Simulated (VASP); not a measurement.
Here is a VASP 6.6.1 calculation.

File INCAR:

```
SYSTEM = HfO2
ALGO = Normal ; DIPOL = 0.5 0.5 0.444
EDIFF = 1E-7 ; ENCUT = 520
GGA = PE ; IDIPOL = 3
ISIF = 2 ; ISMEAR = 0
IVDW = 12 ; LASPH = .True.
LCHARG = .False. ; LDIPOL = .True.
LREAL = Auto ; LWAVE = .False.
NBANDS = 106 ; NELM = 80
PREC = Accurate ; SIGMA = 0.05
```

Contents of KPOINTS:

```
k-points
0
Gamma
  2 3 1
  0 0 0
```

File POSCAR:

```
HfO2
1.0
    7.1741418864      0.0000000000      0.0000000000
    0.0000000000      5.0728843771      0.0000000000
    0.0000000000      0.0000000000     24.1511064148
Hf O
8 16
Direct
    0.2500000000      0.5000000000      0.3312477641
    0.7500000000      0.5000000000      0.3312477641
    0.5000000000      0.0000000000      0.4055108410
    0.0000000000      0.0000000000      0.4055108410
    0.7489469911      0.5002251583      0.4895690164
    0.2509142220      0.5001831140      0.4895708156
    0.0000009925      0.0003095661      0.5461574812
    0.5000495554      0.0005550479      0.5489184458
    0.5000000000      0.7500000000      0.3312477641
    0.0000000000      0.7500000000      0.3312477641
    0.5000000000      0.2500000000      0.3312477641
    0.0000000000      0.2500000000      0.3312477641
    0.7500000000      0.2500000000      0.4055108410
    0.2500000000      0.2500000000      0.4055108410
    0.7500000000      0.7500000000      0.4055108410
    0.2500000000      0.7500000000      0.4055108410
   -0.0000424469      0.7484711262      0.4803632184
    0.4999749707      0.7479742048      0.4816358090
   -0.0000449077      0.2520146266      0.4803044538
    0.4999884507      0.2512689232      0.4815974894
    0.2473158521      0.2415533837      0.5563962585
    0.7526011389      0.2416283212      0.5564086970
    0.2471136132      0.7592297992      0.5564196212
    0.7527628907      0.7592399696      0.5564379923
```

Potentials or basis: VASP PAW PBE potentials, release 64 (Hf_pv, O).

Run with:

```sh
$ cat potpaw_PBE.64/Hf_pv/POTCAR potpaw_PBE.64/O/POTCAR > POTCAR
$ mpirun -np 1 vasp_std > vasp.out
```

Problem. Estimate the largest force.

Solution. 4.818 eV/Å.

Problem. Estimate the band gap on the k mesh.

Solution. 1.49 eV.

Problem. What does it give for the dispersion energy per atom?

Solution. -0.161 eV.

Forces on the atoms (eV/Å):
```
Hf  -0.027 -0.001  4.818
Hf   0.027 -0.001  4.818
Hf   0.000 -0.002 -3.386
Hf   0.000  0.005 -3.463
Hf   0.142  0.008 -1.179
Hf  -0.137  0.010 -1.179
Hf  -0.001 -0.007 -0.849
Hf  -0.005 -0.033 -1.879
O    0.000 -0.986 -0.852
O    0.000 -1.013 -0.882
O    0.000  0.984 -0.850
O    0.000  1.014 -0.883
O   -0.094  0.385  0.295
O    0.092  0.384  0.296
O   -0.090 -0.383  0.299
O    0.088 -0.383  0.299
O    0.000 -0.018  0.624
O    0.001  0.216  0.781
O    0.001  0.008  0.644
O    0.000 -0.186  0.769
O    0.255 -0.233  0.447
O   -0.254 -0.237  0.446
O    0.259  0.234  0.435
O   -0.256  0.236  0.432
```

Caveat: the k points lie up to 0.44 Å⁻¹ apart; spin-orbit coupling is left out, which moves the levels of the heavy elements.
